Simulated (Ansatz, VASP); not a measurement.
## Two plane-wave programs on Zn

```
CELL_PARAMETERS angstrom
0.00000 1.96415 1.96415
1.96415 0.00000 1.96415
1.96415 1.96415 0.00000
ATOMIC_POSITIONS crystal
Zn 0.00000 0.00000 0.00000
```

Alike in both runs: functional PBE; k mesh 18 × 18 × 18; occupations gaussian, width 0.1 eV; no spin polarisation.

Ansatz relaxed the structure, and its values are those at the end. VASP's run is a single point on that final structure, the one shown.

|  | VASP | Ansatz |
| --- | --- | --- |
| version | VASP 6.6.1 | Ansatz 0.2.0 |
| potentials or method | VASP PAW PBE potentials, release 64 (Zn), cutoff 520 eV | scalar-relativistic, plane waves, PAW |
| valence electrons in the cell | 12 | 12 |

```tsv
	VASP	Ansatz	Ansatz less VASP
gap on the k mesh at the Fermi level (eV)	none	none	-
pressure (GPa)	0.3	0.0	-0.32
```

A gap of «none» marks a metal or a gap that the smearing closes.
